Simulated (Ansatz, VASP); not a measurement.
## CoO: VASP beside Ansatz

Contents of INCAR:

```
SYSTEM = CoO
PREC = Accurate ; ENCUT = 520
EDIFF = 1E-6 ; ISMEAR = 0
SIGMA = 0.05 ; LREAL = .False.
LASPH = .True. ; NELM = 150
ALGO = Normal ; ISIF = 2
LWAVE = .False. ; LCHARG = .True.
ISPIN = 2 ; MAGMOM = 2 -2 0 0
LORBIT = 11 ; LMAXMIX = 4
GGA = PE ; LELF = .True.
LVHAR = .True. ; NBANDS = 27
```

The input KPOINTS:

```
Automatic mesh
0
Gamma
  7 4 7
  0 0 0
```

POSCAR

```
CoO
1.0
    1.4281496200      2.4736276900      0.0000000000
   -4.2844488400      2.4736276900      0.0000000000
    0.0000000000      0.0000000000      2.7876065300
Co O
2 2
Direct
    0.0000000000      0.0000000000      0.0000000000
    0.5000000000      0.5000000000      0.0000000000
    0.5000000000      0.8333333333      0.5000000000
    0.0000000000      0.3333333333      0.5000000000
```

input.yaml

```yaml
crystal:
  lattice:
    - [1.42814962, 2.47362769, 0.0]
    - [-4.28444884, 2.47362769, 0.0]
    - [0.0, 0.0, 2.78760653]
  atoms:
    - { symbol: Co, position: [0.0, 0.0, 0.0], spin: 2.0 }
    - { symbol: Co, position: [0.5, 0.5, 0.0], spin: -2.0 }
    - { symbol: O, position: [0.5, 0.8333333333, 0.5] }
    - { symbol: O, position: [0.0, 0.3333333333, 0.5] }
kpoints:
  mp_grid: { grid: [7, 4, 7] }
scf:
  occupations: { method: gaussian, width: 0.05 }
hamiltonian:
  xc: pbe
  pseudopotentials: { kind: all_electron, lapw: { basis_error: 0.002 } }
magnetization:
  spin_polarized: true
output:
  forces: true
  stress: true
  eigenvalues: true
```

Alike in both runs: task single point; functional PBE; k mesh 7 × 4 × 7; occupations gaussian, width 0.05 eV; collinear spin.

|  | VASP | Ansatz |
| --- | --- | --- |
| version | VASP 6.6.1 | Ansatz 0.2.0 |
| potentials or method | VASP PAW PBE potentials, release 64 (Co, O), cutoff 520 eV | all-electron LAPW, scalar-relativistic |

```tsv
	VASP	Ansatz	Ansatz less VASP
gap on the k mesh at the Fermi level (eV)	none	none	-
pressure (GPa)	-8.6	-7.9	+0.65
traceless stress, the component that is largest in VASP (GPa)	-5.76	-5.55	+0.209
rms of the force components (eV/Å)	0.029	0.020	-0.0092
net moment per atom (μB)	0.00	0.00	0.000
size of the moment on the site where the two differ most (μB)	2.35	2.38	+0.033
```

Site moments also hang on the region over which each program counts them. Atom by atom the forces differ by 0.009 eV/Å (rms over components). A gap of «none» marks a metal or a gap that the smearing closes. Ansatz ran all-electron here, and VASP with PAW potentials.

Noted on Ansatz's run: the k mesh is thin for a metal, which can move the energy by tens of meV per atom.
